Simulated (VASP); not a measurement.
Here is a VASP 6.6.1 calculation.

The input INCAR:

```
SYSTEM = Pb4F
  PREC = Accurate
  ENCUT = 520
  EDIFF = 1E-6
  ISMEAR = 0
  SIGMA = 0.1
  LREAL = .False.
  LASPH = .True.
  NELM = 100
  ALGO = Normal
  ISIF = 2
  LWAVE = .False.
  LCHARG = .True.
  GGA = PE
  LELF = .True.
  LVHAR = .True.
  NBANDS = 40
```

The input KPOINTS:

```
regular mesh
0
Gamma
  8 8 6
  0 0 0
```

Contents of POSCAR:

```
Pb4F
1.0
    4.7750377630      0.0000000000      0.0000000000
    0.0000000000      4.7750377630      0.0000000000
    0.0000000000      0.0000000000      6.4244446657
Pb F
4 1
Direct
    0.5000000000      0.0000000000      0.2509198042
    0.0000000000      0.5000000000      0.7490801958
    0.5000000000      0.0000000000      0.7490801958
    0.0000000000      0.5000000000      0.2509198042
    0.0000000000      0.0000000000      0.0000000000
```

Potentials or basis: VASP PAW PBE potentials, release 64 (Pb_d, F).

Command:

```bash
$ cat potpaw_PBE.64/Pb_d/POTCAR potpaw_PBE.64/F/POTCAR > POTCAR
$ mpirun -np 1 vasp_std > vasp.out
```

Task: Estimate the pressure.

Result: -0.1 GPa.

Task: What does it give for the band gap on the k mesh?

Result: Zero (an odd number of electrons rules out a gap without spin polarisation).

Caveat: the cell differs from its parent crystal (atoms taken out); spin-orbit coupling is left out, which moves the levels of the heavy elements; an odd number of electrons without spin polarisation forces a metal; a magnetic or distorted state may lie lower.
